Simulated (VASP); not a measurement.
Wanted: the native input for a VASP 6.6.1 run.

```yaml
Task: single point
Functional: LDA
Potentials_or_basis: VASP PAW LDA potentials, release 64 (Ir)
Cutoff: 500 eV
k_mesh: 9 × 9 × 5
Occupations: fermi-dirac, width 0.05 eV
Spin: no spin polarisation
Dipole_correction: no
Further_INCAR_settings: ALGO = Normal; EDIFF = 1e-06; NBANDS = 16
```

The structure of Ir lies in POSCAR:

```
Ir
1.0
    2.7046182860      0.0000000000      0.0000000000
   -1.3523091430      2.3422681432      0.0000000000
    0.0000000000      0.0000000000      4.3880097921
Ir
2
Direct
    0.3333333333      0.6666666667      0.2500000000
    0.6666666667      0.3333333333      0.7500000000
```

These files were run (other wordings do the same):

INCAR

```
ALGO     = Normal         # electronic algorithm
EDIFF    = 1E-6           # SCF threshold, eV
ENCUT    = 500            # plane-wave cutoff, eV
GGA_COMPAT= False        
ISIF     = 2              # what is computed and relaxed
ISMEAR   = -1             # smearing method
LASPH    = True           # aspherical terms in the spheres
LCHARG   = True           # write CHGCAR
LELF     = True           # ELF
LREAL    = False          # projectors in reciprocal space
LVHAR    = True         
LWAVE    = False          # write WAVECAR
NBANDS   = 16             # bands
NELM     = 120            # most SCF steps
PREC     = Accurate       # precision mode
SIGMA    = 0.05           # smearing width, eV
```

KPOINTS

```
k-points
0
Gamma
  9 9 5
```

Potentials or basis: VASP PAW LDA potentials, release 64 (Ir).

The run is started by

```console
$ cat potpaw_LDA.64/Ir/POTCAR > POTCAR
$ mpirun -np 1 vasp_std > vasp.out
```

Results of the run:

```
Pressure               : 2.6 GPa
Band gap on the k mesh : zero (band 9 reaches 11.72 eV, above the bottom of band 10 at 8.53 eV)
```

Caveat: spin-orbit coupling is left out, which moves the levels of the heavy elements.

Run time: 22 s on 1 thread of Intel Xeon 8259CL (shared host), peak memory 0.13 GiB.
